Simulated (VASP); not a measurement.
Crystal: Na3HfO.

```
Na Hf O
1.0
     5.34649    0.00000    0.00000
    -2.67324    4.63019    0.00000
     0.00000    0.00000    3.63357
Na Hf O
3 1 1
Direct
  0.50000 0.00000 0.50000
  0.00000 0.50000 0.50000
  0.50000 0.50000 0.50000
  0.00000 0.00000 0.00000
  0.00000 0.00000 0.50000
```

The cell was built from a structure type or drawn by symmetry, and may not be a known phase.

| Quantity | Value |
| --- | --- |
| Program | VASP 6.6.1 |
| Task | relaxation of cell and atoms |
| Functional | PBE |
| Potentials or basis | VASP PAW PBE potentials, release 64 (Na_pv, Hf_pv, O) |
| Cutoff | 600 eV |
| k mesh | 6 × 6 × 6 |
| Occupations | gaussian, width 0.1 eV |
| Spin | no spin polarisation |

At the start: pressure 26.2 GPa; volume 17.99 Å³/atom.

Task: Where does the relaxation end?

Result: Over 11 steps the energy falls by 494.8 meV/atom and the volume is 28.92 Å³/atom (+60.8 %); space group P6/mmm (No. 191, to 0.1 Å) before and after.

Step by step:
```csv
step,energy change (eV),largest force (eV/Å),pressure (GPa),volume (Å³)
1,0.0000,0.0000,26.24,89.95
2,-0.5481,0.0000,-5.29,132.89
3,-1.6228,0.0000,2.62,109.23
4,-1.6257,0.0000,3.12,108.45
5,-1.6257,0.0000,3.43,107.99
6,-2.0341,0.0000,1.95,117.21
7,-2.4488,0.0000,0.57,137.51
8,-2.4721,0.0000,0.32,144.78
9,-2.4729,0.0000,0.35,143.76
10,-2.4695,0.0000,-0.60,146.20
11,-2.4742,0.0000,0.01,144.60
```

Final structure:
```yaml
crystal:
  lattice:
    - [6.52729, 0.00000, 0.00000]
    - [-3.26364, 5.65280, 0.00000]
    - [0.00000, 0.00000, 3.91910]
  atoms:
    - { symbol: Na, position: [0.50000, 0.00000, 0.50000] }
    - { symbol: Na, position: [0.00000, 0.50000, 0.50000] }
    - { symbol: Na, position: [0.50000, 0.50000, 0.50000] }
    - { symbol: Hf, position: [0.00000, 0.00000, 0.00000] }
    - { symbol: O, position: [0.00000, 0.00000, 0.50000] }
```

Caveat: the volume moved by over 15 % at a fixed basis, so the end points are rough; an odd number of electrons without spin polarisation forces a metal; a magnetic or distorted state may lie lower.
